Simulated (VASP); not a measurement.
Write the native input for VASP 6.6.1 that does the following.

| Property | Result |
| --- | --- |
| Task | single point |
| Functional | PBE |
| Potentials or basis | VASP PAW PBE potentials, release 64 (C, O, H) |
| Cutoff | 520 eV |
| k mesh | 1 × 1 × 1 |
| Occupations | fermi-dirac, width 0.05 eV |
| Spin | no spin polarisation |
| Dipole correction | no |
| Further INCAR settings | LREAL = Auto; ALGO = Normal; EDIFF = 1e-06; NBANDS = 80 |

The structure of H4C3O2 lies in POSCAR:

```
H4C3O2
1.0
    8.6677180000      0.0000000000      0.0000000000
    0.0000000000      8.6677180000      0.0000000000
    0.0000000000      0.0000000000      8.6677180000
C O H
12 8 16
Direct
    0.4923095098      0.9764277057      0.8888152568
    0.5685925638      0.2869267320      0.4643090604
    0.9350442642      0.4678970866      0.1497049166
    0.9171502811      0.4317053231      0.6880588409
    0.4599480509      0.7214009501      0.2782739355
    0.3235222927      0.6516247991      0.2634141997
    0.8609071038      0.9807194927      0.9414473337
    0.9120047514      0.8917802817      0.8236885418
    0.1386408741      0.0229818275      0.5440647700
    0.1278075729      0.0085258888      0.3929638689
    0.4002668292      0.3454311735      0.9138852925
    0.5482988717      0.3542224147      0.9670365372
    0.4886753353      0.9574030904      1.0240988459
    0.5013430294      1.0005401652      0.7568658787
    0.6700379500      0.2178658789      0.5208637383
    0.4568099701      0.3554799545      0.4131998757
    0.8581843572      0.5352619917      0.0591620540
    1.0172919793      0.4077659195      0.2346984523
    1.0106466316      0.3845418137      0.7782555916
    0.8238962089      0.4767575503      0.6018308394
    0.5662159290      0.6673036663      0.2422667650
    0.4685200880      0.8309684279      0.3502190542
    0.2987868318      0.5342236561      0.2261841006
    0.2226768337      0.7125289494      0.3128274362
    0.8956567346      0.9520037454      1.0634863755
    0.8087249724      1.0889025231      0.9077475755
    0.9651559961      0.7788093706      0.8333912109
    0.8761475627      0.9220419954      0.7036223375
    0.0269390398      0.0328921638      0.6023615443
    0.2407323358      0.0002999636      0.6217668826
    0.0227164751      0.0320961065      0.3346901687
    0.2262763971      0.0052955115      0.3058013655
    0.3767427597      0.3486615508      0.7895619124
    0.3021556539      0.3413355165      0.9854612252
    0.6446218024      0.3737431236      0.8868770304
    0.5651891305      0.3492960892      1.0906561566
```

The input as run:

INCAR

```
SYSTEM = H4C3O2
  PREC = Accurate
  ENCUT = 520
  EDIFF = 1E-6
  ISMEAR = -1
  SIGMA = 0.05
  LREAL = Auto
  LASPH = .True.
  NELM = 60
  ALGO = Normal
  ISIF = 2
  LWAVE = .False.
  LCHARG = .False.
  GGA = PE
  NBANDS = 80
```

KPOINTS

```
regular mesh
0
Gamma
  1 1 1
  0 0 0
```

Potentials or basis: VASP PAW PBE potentials, release 64 (C, O, H).

The run is started by

```sh
$ cat potpaw_PBE.64/C/POTCAR potpaw_PBE.64/O/POTCAR potpaw_PBE.64/H/POTCAR > POTCAR
$ mpirun -np 1 vasp_gam > vasp.out
```

It gave:

```json
{"Pressure": "-0.4 GPa", "Largest force": "3.822 eV/Å", "Band gap on the k mesh": "4.38 eV"}
```

Caveat: the k points lie up to 0.72 Å⁻¹ apart; the atoms stand as in a frame of molecular dynamics.

It took 58 s on 1 thread of Intel(R) Xeon(R) Platinum 8488C (Sapphire Rapids) (shared host), peak memory 0.55 GiB.
